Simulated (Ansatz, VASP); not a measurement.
## One calculation of Pt, two programs

The input INCAR:

```
SYSTEM = Pt
PREC = Accurate ; ENCUT = 570
EDIFF = 1E-6 ; ISMEAR = 0
SIGMA = 0.15 ; LREAL = .FALSE.
LASPH = .TRUE. ; NELM = 120
ALGO = Normal ; ISIF = 2
LWAVE = .FALSE. ; LCHARG = .FALSE.
NBANDS = 15 ; GGA_COMPAT = .FALSE.
```

File KPOINTS:

```
Automatic mesh
0
G
  20 20 20
  0 0 0
```

Contents of POSCAR:

```
Pt
1.0
    0.0973383644      1.9759687977      1.9759687977
    1.9759687977      0.0973383644      1.9759687977
    1.9759687977      1.9759687977      0.0973383644
Pt
1
Direct
    0.0000000000      0.0000000000      0.0000000000
```

Input for Ansatz:

```yaml
crystal:
  lattice:
    - [0.0973383644, 1.9759687977, 1.9759687977]
    - [1.9759687977, 0.0973383644, 1.9759687977]
    - [1.9759687977, 1.9759687977, 0.0973383644]
  atoms:
    - { symbol: Pt, position: [0.0, 0.0, 0.0] }
basis:
  ecutwfc: 420
kpoints:
  mp_grid: { grid: [20, 20, 20] }
hamiltonian:
  xc: lda
  pseudopotentials: { kind: paw, azcp: { folder: soft_1 } }
scf:
  occupations: { method: gaussian, width: 0.15 }
output:
  forces: true
  stress: true
  eigenvalues: true
```

Change from the starting cell: equal engineering shear yz, xz and xy +0.0500, equal normal strain along x, y and z -0.0100.

Alike in both runs: task single point; functional LDA; k mesh 20 × 20 × 20; occupations gaussian, width 0.15 eV; no spin polarisation.

|  | VASP | Ansatz |
| --- | --- | --- |
| version | VASP 6.6.1 | Ansatz 0.2.0 |
| potentials or method | VASP PAW LDA potentials, release 64 (Pt_sv_GW), cutoff 570 eV | scalar-relativistic, plane waves, PAW |
| valence electrons in the cell | 18 | 18 |

|  | VASP | Ansatz | Ansatz less VASP |
| --- | --- | --- | --- |
| gap on the k mesh at the Fermi level (eV) | none | none | - |
| pressure (GPa) | 12.6 | 12.9 | +0.33 |
| traceless stress, the component that is largest in VASP (GPa) | -5.82 | -5.69 | +0.131 |

Ansatz warns that its potentials were made for another functional, while VASP's fit it. LDA's correlation is that of Perdew and Zunger in VASP and of Perdew and Wang (1992) in Ansatz. A gap of «none» marks a metal or a gap that the smearing closes.

Spin-orbit coupling is off throughout.
